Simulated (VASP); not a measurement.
As, 1 atom in the cell. The structure is cubic, space group Im-3m (No. 229). Conventional cell: a = 3.354 Å, b = 3.354 Å, c = 3.354 Å, α = 90.00°, β = 90.00°, γ = 90.00°. Within 3.8 Å of As (site symmetry m-3m) lie 14 As at 2.90 to 3.35 Å.  This cell differs from its parent crystal: volume scaled by 1.04.

| Quantity | Value |
| --- | --- |
| Program | VASP 6.6.1 |
| Task | single point |
| Functional | PBEsol |
| Potentials or basis | VASP PAW PBE potentials, release 64 (As) |
| Cutoff | 520 eV |
| k mesh | 15 × 15 × 15 |
| Occupations | fermi-dirac, width 0.1 eV |
| Spin | no spin polarisation |
| Dipole correction | no |
| Further INCAR settings | ALGO = Normal; EDIFF = 1e-07; NBANDS = 8 |

Potentials or basis: VASP PAW PBE potentials, release 64 (As).

Launch:

```sh
$ cat potpaw_PBE.64/As/POTCAR > POTCAR
$ mpirun -np 1 vasp_std > vasp.out
```

Hardware: 1 thread of Intel(R) Xeon(R) Platinum 8259CL CPU @ 2.50GHz (Skylake/Cascade Lake), on a shared host.

How long does it take, and how much memory?

Wall time 8.4 s on 1 thread of Intel(R) Xeon(R) Platinum 8259CL CPU @ 2.50GHz (Skylake/Cascade Lake), with other jobs on the host, peak memory 0.14 GiB. Counts: scf iterations 9, k points 120.
